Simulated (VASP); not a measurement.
CdSe (Cadmoselite), 4 atoms in the cell. The structure is hexagonal, space group P6_3mc (No. 186). The conventional cell has a = 4.300 Å, b = 4.300 Å, c = 7.020 Å, α = 90.00°, β = 90.00°, γ = 120.00°. Cd (site symmetry 3m) has 4 Se at 2.61 to 2.70 Å within 3.4 Å. Within 3.4 Å of Se (site symmetry 3m) lie 4 Cd at 2.61 to 2.70 Å. 

```yaml
Program: VASP 6.6.1
Task: single point
Functional: PBE
Potentials_or_basis: VASP PAW PBE potentials, release 64 (Cd, Se)
Cutoff: 520 eV
k_mesh: 7 × 7 × 4
Occupations: gaussian, width 0.012 eV
Spin: no spin polarisation
Dipole_correction: no
Further_INCAR_settings: ALGO = Normal; EDIFF = 1e-07; NBANDS = 26
```

Potentials or basis: VASP PAW PBE potentials, release 64 (Cd, Se).

The run is started by

```console
$ cat potpaw_PBE.64/Cd/POTCAR potpaw_PBE.64/Se/POTCAR > POTCAR
$ mpirun -np 1 vasp_std > vasp.out
```

Hardware: 1 thread of AMD EPYC 7R13 Processor (Zen 3), with other jobs on the host.

Problem. Estimate the wall time of this run.

Solution. Wall time 68 s on 1 thread of AMD EPYC 7R13 Processor (Zen 3), on a shared host, peak memory 0.22 GiB. Counts: scf iterations 16, k points 24.
